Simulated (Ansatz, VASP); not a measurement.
BN: VASP beside Ansatz

INCAR

```
ALGO = Normal ; EDIFF = 1E-6
ENCUT = 520 ; GGA = PE
ISIF = 2 ; ISMEAR = 0
IVDW = 12 ; LASPH = True
LCHARG = False ; LREAL = False
LWAVE = False ; NBANDS = 11
NELM = 80 ; PREC = Accurate
SIGMA = 0.05
```

File KPOINTS:

```
k-points
0
Gamma
  12 12 12
```

Contents of POSCAR:

```
BN
1.0
    0.0000000000      3.6001753049      2.1011085028
    1.2891810630      0.0000000000      2.1011085028
    1.2891810630      3.6001753049      0.0000000000
B N
1 1
Direct
    0.0000486500      0.0000486500      0.9999513500
    0.6666513400      0.6666513400      0.3333486600
```

Input for Ansatz:

```yaml
crystal:
  lattice:
    - [0.0, 3.6001753049, 2.1011085028]
    - [1.289181063, 0.0, 2.1011085028]
    - [1.289181063, 3.6001753049, 0.0]
  atoms:
    - { symbol: B, position: [4.865e-05, 4.865e-05, 0.99995135] }
    - { symbol: "N", position: [0.66665134, 0.66665134, 0.33334866] }
basis:
  ecutwfc: 420
kpoints:
  mp_grid: { grid: [12, 12, 12] }
hamiltonian:
  xc: pbe
  dispersion: d3bj
scf:
  occupations: { method: gaussian, width: 0.05 }
output:
  forces: true
  stress: true
  eigenvalues: true
```

Change from the starting cell: strain +0.030 along x and y, -0.030 along z, atoms carried along.

Alike in both runs: task single point; functional PBE; dispersion D3(BJ); k mesh 12 × 12 × 12; occupations gaussian, width 0.05 eV; no spin polarisation.

|  | VASP | Ansatz |
| --- | --- | --- |
| version | VASP 6.6.1 | Ansatz 0.2.0 |
| potentials or method | VASP PAW PBE potentials, release 64 (B, N), cutoff 520 eV | scalar-relativistic, plane waves, PAW |
| valence electrons in the cell | 8 | 8 |

|  | VASP | Ansatz | Ansatz less VASP |
| --- | --- | --- | --- |
| gap on the k mesh at the Fermi level (eV) | 4.15 | 4.15 | +0.008 |
| least direct gap on the mesh (eV) | 4.57 | 4.58 | +0.003 |
| pressure (GPa) | 1.8 | 1.8 | -0.06 |
| traceless stress, the component that is largest in VASP (GPa) | 22.78 | 22.63 | -0.152 |
| rms of the force components (eV/Å) | 0.516 | 0.517 | +0.0003 |

Atom by atom the forces differ by 0.000 eV/Å (rms over components).
